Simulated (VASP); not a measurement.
Input of a VASP 6.6.1 run:

File POSCAR:

```
Na
1.0
   -1.9678130000      1.9678130000      1.9678130000
    1.9678130000     -1.9678130000      1.9678130000
    1.9678130000      1.9678130000     -1.9678130000
Na
1
Direct
    0.0000000000      0.0000000000      0.0000000000
```

The input INCAR.step1:

```
SYSTEM = Na
  PREC = Accurate
  ENCUT = 550
  ISMEAR = -1
  SIGMA = 0.0279
  LREAL = .FALSE.
  LASPH = .TRUE.
  NELM = 120
  NBANDS = 10
  GGA = PE
  ALGO = Normal
  EDIFF = 1E-5
  LWAVE = .TRUE.
  LCHARG = .FALSE.
  GGA_COMPAT = .FALSE.
```

Contents of INCAR.step2:

```
SYSTEM = Na
  PREC = Accurate
  ENCUT = 550
  EDIFF = 1E-6
  ISMEAR = -1
  SIGMA = 0.0279
  LREAL = .FALSE.
  LASPH = .TRUE.
  NELM = 120
  ALGO = Normal
  ISIF = 2
  LWAVE = .FALSE.
  LCHARG = .TRUE.
  METAGGA = R2SCAN
  LMIXTAU = .TRUE.
  LELF = .TRUE.
  LVHAR = .TRUE.
  NBANDS = 10
  ISTART = 1
  GGA_COMPAT = .FALSE.
```

Contents of KPOINTS:

```
Automatic mesh
0
G
  12 12 12
  0 0 0
```

Potentials or basis: VASP PAW PBE potentials, release 64 (Na_pv).

The run is started by

```bash
$ cat potpaw_PBE.64/Na_pv/POTCAR > POTCAR
$ cp INCAR.step1 INCAR
$ mpirun -np 1 vasp_std > vasp.out
$ cp INCAR.step2 INCAR
$ mpirun -np 1 vasp_std > vasp.out
```

(1) What does it give for the band gap on the k mesh?

(2) What does it give for the pressure?

Results:

(1) zero (an odd number of electrons rules out a gap without spin polarisation).

(2) 2.5 GPa.

Caveat: the PAW data sets were made with another functional, which shifts forces and pressure a little.
